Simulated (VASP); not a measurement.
# BeTe (F-43m) in VASP: notebook

BeTe is run at these levels: PBE; tasks: single point.

Program: VASP 6.6.1. These are calculated values, not measurements. Logs are shortened: lines on timing, memory, paths and dates and some standing lists are left out, and cuts for length are marked.

## (1) The cell of the first run

The structure is cubic, space group F-43m (No. 216). Conventional cell: a = 5.720 Å, b = 5.720 Å, c = 5.720 Å, α = 90.00°, β = 90.00°, γ = 90.00°. Be (site symmetry -43m) has 4 Te at 2.48 Å within 3.3 Å. Te (site symmetry -43m) has 4 Be at 2.48 Å within 3.3 Å.

## (2) Single point, PBE (volume scaled by 1.03)

Contents of INCAR:

```
SYSTEM = BeTe
  ALGO = Normal
  EDIFF = 1E-6
  ENCUT = 600
  GGA = PE
  GGA_COMPAT = .False.
  ISIF = 2
  ISMEAR = 0
  LASPH = .True.
  LCHARG = .False.
  LREAL = .False.
  LWAVE = .False.
  NBANDS = 11
  NELM = 120
  PREC = Accurate
  SIGMA = 0.02
```

Contents of KPOINTS:

```
k-points
0
Gamma
  8 8 8
  0 0 0
```

Contents of POSCAR:

```
BeTe
1.0
    0.0000000000      2.8599145781      2.8599145781
    2.8599145781      0.0000000000      2.8599145781
    2.8599145781      2.8599145781      0.0000000000
Be Te
1 1
Direct
    0.0000000000      0.0000000000      0.0000000000
    0.2500000000      0.2500000000      0.2500000000
```

Potentials or basis: VASP PAW PBE potentials, release 64 (Be, Te).

Run with:

```bash
> cat potpaw_PBE.64/Be/POTCAR potpaw_PBE.64/Te/POTCAR > POTCAR
> mpirun -np 1 vasp_std > vasp.out
```

OUTCAR:

```text
SYSTEM = BeTe
   EDIFF = 1E-6
   ENCUT = 600
   GGA = PE
   ISIF = 2
   ISMEAR = 0
   LASPH = .True.
   LREAL = .False.
   NELM = 120
   PREC = Accurate

 ion  position               nearest neighbor table
   1  0.000  0.000  0.000-   2 2.48   2 2.48   2 2.48   2 2.48
   2  0.250  0.250  0.250-   1 2.48   1 2.48   1 2.48   1 2.48

  LATTYP: Found a face centered cubic cell.
 ALAT       =     5.7198291562

  Lattice vectors:

 A1 = (   0.0000000000,   2.8599145781,   2.8599145781)
 A2 = (   2.8599145781,   0.0000000000,   2.8599145781)
 A3 = (   2.8599145781,   2.8599145781,   0.0000000000)

Analysis of symmetry for initial positions (statically):
=====================================================================
 Subroutine PRICEL returns:
 Original cell was already a primitive cell.

 Routine SETGRP: Setting up the symmetry group for a
 face centered cubic supercell.

 Subroutine GETGRP returns: Found 24 space group operations
 (whereof 24 operations were pure point group operations)
 out of a pool of 48 trial point group operations.

The static configuration has the point symmetry T_d .

Analysis of symmetry for dynamics (positions and initial velocities):
=====================================================================
 Subroutine PRICEL returns:
 Original cell was already a primitive cell.

 Routine SETGRP: Setting up the symmetry group for a
 face centered cubic supercell.

 Subroutine GETGRP returns: Found 24 space group operations
 (whereof 24 operations were pure point group operations)
 out of a pool of 48 trial point group operations.

The dynamic configuration has the point symmetry T_d .

 Subroutine INISYM returns: Found 24 space group operations
 (whereof 24 operations are pure point group operations),
 and found     1 'primitive' translations

----------------------------------------------------------------------------------------

                                     Primitive cell

  volume of cell :      46.7831

  direct lattice vectors                    reciprocal lattice vectors
     0.000000000  2.859914578  2.859914578    -0.174830397  0.174830397  0.174830397
     2.859914578  0.000000000  2.859914578     0.174830397 -0.174830397  0.174830397
     2.859914578  2.859914578  0.000000000     0.174830397  0.174830397 -0.174830397

  length of vectors
     4.044529984  4.044529984  4.044529984     0.302815130  0.302815130  0.302815130

  position of ions in fractional coordinates (direct lattice)
     0.000000000  0.000000000  0.000000000
     0.250000000  0.250000000  0.250000000

[... 85 lines left out ...]
   TEBEG  =    0.0;   TEEND  =   0.0 temperature during run
   PSTRESS=    0.0 pullay stress
   NELECT =       8.0000    total number of electrons
   NUPDOWN=      -1.0000    fix difference up-down
   EMIN   =  10.00;   EMAX   =-10.00  energy-range for DOS
   EFERMI =   0.00;   METHOD = LEGACY
   ISMEAR =     0;   SIGMA  =   0.02  broadening in eV -4-tet -1-fermi 0-gaus
   EFERMI_NEDOS =   21; number of points for ismear=-14 and -15
   IALGO  =     38    algorithm
   IMIX   =      4    mixing-type and parameters
     AMIX     =   0.40;   BMIX     =  1.00
     AMIX_MAG =   1.60;   BMIX_MAG =  1.00
  volume/ion in A,a.u.               =      23.39       157.85
  Fermi-wavevector in a.u.,A,eV,Ry     =   0.908675  1.717146 11.234190  0.825690
  Thomas-Fermi vector in A             =   2.032629
   LORBIT       =      0    0 simple, 1 ext, 2 COOP (PROOUT), +10 PAW based schemes
   GGA     = PE    functional components
   LHFCALC =     F    Hartree Fock is set to
   AEXX    =    0.0000 exact exchange contribution
   IVDW    =     0    specifies the selected vdW correction
   LEPSILON=     F    determine dielectric tensor
   LRPA    =     F    only Hartree local field effects (RPA)
 non-spin polarized calculation
 Gauss-broadening in eV      SIGMA  =   0.02
  energy-cutoff  :      600.00
  volume of cell :       46.78
 maximum number of plane-waves:      1588
   NGX = 17   NGY = 17   NGZ = 17

 number of electron       8.0000000 magnetization

 Free energy of the ion-electron system (eV)
  ---------------------------------------------------
  ext. energy  EPLUGINS =         0.00000000
  ---------------------------------------------------
  free energy    TOTEN  =        -7.61875480 eV

  energy without entropy =       -7.61875480  energy(sigma->0) =       -7.61875480

 E-fermi :   4.7436     XC(G=0):  -8.8714

 val. band max:        4.5888038291   @ k =   0.0000   0.0000   0.0000
 cond. band min:       6.6721393497   @ k =   0.5000   0.5000   0.0000
 fundamental gap:      2.0833355206
 Fermi energy:         4.7435606288

 k-point     1 :       0.0000    0.0000    0.0000
  band No.  band energies     occupation
      1      -7.4115      2.00000
      2       4.5888      2.00000
      3       4.5888      2.00000
      4       4.5888      2.00000
      5       8.0775      0.00000
      6       8.2340      0.00000
      7       8.2340      0.00000
      8       8.2340      0.00000
      9      12.8337      0.00000
     10      14.7363      0.00000
     11      14.7363      0.00000
[... 309 lines left out ...]
 k-point    24 :      -0.3750    0.2500    0.1250
  band No.  band energies     occupation
      1      -5.9613      2.00000
      2      -0.2677      2.00000
      3       1.8565      2.00000
      4       2.8149      2.00000
      5       8.7378      0.00000
      6       8.9764      0.00000
      7      11.1101      0.00000
      8      12.1849      0.00000
      9      13.0105      0.00000
     10      16.0070      0.00000
     11      16.3496      0.00000

 [... further k-points ...]

------------------------ aborting loop because EDIFF is reached ----------------------------------------

  FORCE on cell =-STRESS in cart. coord.  units (eV):
  Direction    XX          YY          ZZ          XY          YZ          ZX
  --------------------------------------------------------------------------------------
  -------------------------------------------------------------------------------------
  Total       -0.4235536     -0.4235536     -0.4235536     -0.0000000      0.0000000      0.0000000
  in kB      -14.5054040    -14.5054040    -14.5054040     -0.0000000      0.0000000      0.0000000
  external PRESSURE =     -14.5054040 kB  Pullay stress =       0.0000000 kB

 VOLUME and BASIS-vectors are now :
 -----------------------------------------------------------------------------
  energy-cutoff  :      600.00
  volume of cell :       46.78
      direct lattice vectors                 reciprocal lattice vectors
     0.000000000  2.859914578  2.859914578    -0.174830397  0.174830397  0.174830397
     2.859914578  0.000000000  2.859914578     0.174830397 -0.174830397  0.174830397
     2.859914578  2.859914578  0.000000000     0.174830397  0.174830397 -0.174830397

 POSITION                                       TOTAL-FORCE (eV/Angst)
 -----------------------------------------------------------------------------------
      0.00000      0.00000      0.00000        -0.000000     -0.000000     -0.000000
      1.42996      1.42996      1.42996         0.000000      0.000000      0.000000
 -----------------------------------------------------------------------------------
    total drift:                                0.000000      0.000000      0.000000

  FREE ENERGIE OF THE ION-ELECTRON SYSTEM (eV)
  ---------------------------------------------------
  free  energy   TOTEN  =        -7.6187548032 eV

  energy  without entropy=       -7.6187548032  energy(sigma->0) =       -7.61875480
```

Run time: 21 s. Hardware: 1 thread of AMD EPYC 7R13 (Zen 3), shared host; peak memory 0.15 GiB.

What came out:

| Property | Result |
| --- | --- |
| Free energy | -7.6188 eV |
| Pressure | -1.5 GPa |
| Band gap on the k mesh | 2.08 eV, indirect (least direct gap 3.49 eV) |

Caveat: spin-orbit coupling is left out, which moves the levels of the heavy elements.

## (3) Single point, PBE (volume scaled by 1.06)

Contents of INCAR:

```
SYSTEM = BeTe
  ALGO = Normal
  EDIFF = 1E-6
  ENCUT = 600
  GGA = PE
  GGA_COMPAT = .FALSE.
  ISIF = 2
  ISMEAR = 0
  LASPH = .TRUE.
  LCHARG = .FALSE.
  LREAL = .FALSE.
  LWAVE = .FALSE.
  NBANDS = 11
  NELM = 120
  PREC = Accurate
  SIGMA = 0.02
```

Contents of KPOINTS:

```
k-points
0
G
  8 8 8
  0 0 0
```

Contents of POSCAR:

```
BeTe
1.0
    0.0000000000      2.8874154438      2.8874154438
    2.8874154438      0.0000000000      2.8874154438
    2.8874154438      2.8874154438      0.0000000000
Be Te
1 1
Direct
    0.0000000000      0.0000000000      0.0000000000
    0.2500000000      0.2500000000      0.2500000000
```

Potentials or basis: VASP PAW PBE potentials, release 64 (Be, Te).

Run with:

```bash
> cat potpaw_PBE.64/Be/POTCAR potpaw_PBE.64/Te/POTCAR > POTCAR
> mpirun -np 1 vasp_std > vasp.out
```

OUTCAR:

```text
SYSTEM = BeTe
   EDIFF = 1E-6
   ENCUT = 600
   GGA = PE
   ISIF = 2
   ISMEAR = 0
   LASPH = .TRUE.
   LREAL = .FALSE.
   NELM = 120
   PREC = Accurate

 ion  position               nearest neighbor table
   1  0.000  0.000  0.000-   2 2.50   2 2.50   2 2.50   2 2.50
   2  0.250  0.250  0.250-   1 2.50   1 2.50   1 2.50   1 2.50

  LATTYP: Found a face centered cubic cell.
 ALAT       =     5.7748308876

  Lattice vectors:

 A1 = (   0.0000000000,   2.8874154438,   2.8874154438)
[... 522 lines left out ...]

------------------------ aborting loop because EDIFF is reached ----------------------------------------

  FORCE on cell =-STRESS in cart. coord.  units (eV):
  Direction    XX          YY          ZZ          XY          YZ          ZX
  --------------------------------------------------------------------------------------
  -------------------------------------------------------------------------------------
  Total       -0.8471607     -0.8471607     -0.8471607     -0.0000000      0.0000000      0.0000000
  in kB      -28.1915247    -28.1915247    -28.1915247     -0.0000000      0.0000000      0.0000000
  external PRESSURE =     -28.1915247 kB  Pullay stress =       0.0000000 kB

 VOLUME and BASIS-vectors are now :
 -----------------------------------------------------------------------------
  energy-cutoff  :      600.00
  volume of cell :       48.15
      direct lattice vectors                 reciprocal lattice vectors
     0.000000000  2.887415444  2.887415444    -0.173165244  0.173165244  0.173165244
     2.887415444  0.000000000  2.887415444     0.173165244 -0.173165244  0.173165244
     2.887415444  2.887415444  0.000000000     0.173165244  0.173165244 -0.173165244

 POSITION                                       TOTAL-FORCE (eV/Angst)
 -----------------------------------------------------------------------------------
      0.00000      0.00000      0.00000         0.000000      0.000000      0.000000
      1.44371      1.44371      1.44371        -0.000000     -0.000000     -0.000000
 -----------------------------------------------------------------------------------
    total drift:                                0.000000      0.000000      0.000000

  FREE ENERGIE OF THE ION-ELECTRON SYSTEM (eV)
  ---------------------------------------------------
  free  energy   TOTEN  =        -7.6004605760 eV

  energy  without entropy=       -7.6004605760  energy(sigma->0) =       -7.60046058
```

OSZICAR:

```text
N       E                     dE             d eps       ncg     rms          rms(c)
DAV:   1     0.201769710313E+02    0.20177E+02   -0.36135E+03   638   0.654E+02
DAV:   2    -0.649387120097E+01   -0.26671E+02   -0.25927E+02   816   0.969E+01
DAV:   3    -0.766944576823E+01   -0.11756E+01   -0.11743E+01   861   0.215E+01
DAV:   4    -0.768212490003E+01   -0.12679E-01   -0.12677E-01   764   0.243E+00
DAV:   5    -0.768242583761E+01   -0.30094E-03   -0.30093E-03   802   0.364E-01    0.369E+00
DAV:   6    -0.761949040352E+01    0.62935E-01   -0.67456E-02   751   0.104E+00    0.224E+00
DAV:   7    -0.759936692335E+01    0.20123E-01   -0.73482E-02   739   0.120E+00    0.342E-01
DAV:   8    -0.760015917484E+01   -0.79225E-03   -0.46835E-03   722   0.385E-01    0.621E-02
DAV:   9    -0.760039743355E+01   -0.23826E-03   -0.27029E-04   758   0.974E-02    0.230E-02
DAV:  10    -0.760045561605E+01   -0.58183E-04   -0.69310E-05   738   0.427E-02    0.124E-02
DAV:  11    -0.760045922950E+01   -0.36134E-05   -0.32387E-06   793   0.109E-02    0.540E-03
DAV:  12    -0.760046054959E+01   -0.13201E-05   -0.25822E-06   698   0.889E-03    0.162E-03
DAV:  13    -0.760046057597E+01   -0.26380E-07   -0.14649E-08   424   0.879E-04
   1 F= -.76004606E+01 E0= -.76004606E+01  d E =-.560993E-13
```

stdout:

```text
POSCAR found type information on POSCAR BeTe
 POSCAR found :  2 types and       2 ions
 scaLAPACK will be used
 LDA part: xc-table for (Slater+PW92), standard interpolation
 POSCAR, INCAR and KPOINTS ok, starting setup
 FFT: planning ... GRIDC
 FFT: planning ... GRID_SOFT
 FFT: planning ... GRID
 WAVECAR not read
 entering main loop
```

Run time: 24 s. Hardware: 1 thread of AMD EPYC 7R13 (Zen 3), shared host; peak memory 0.17 GiB.

What came out:

```yaml
Free_energy: -7.6005 eV
Pressure: -2.8 GPa
Band_gap_on_the_k_mesh: 2.15 eV, indirect (least direct gap 3.29 eV)
```

Caveat: spin-orbit coupling is left out, which moves the levels of the heavy elements.
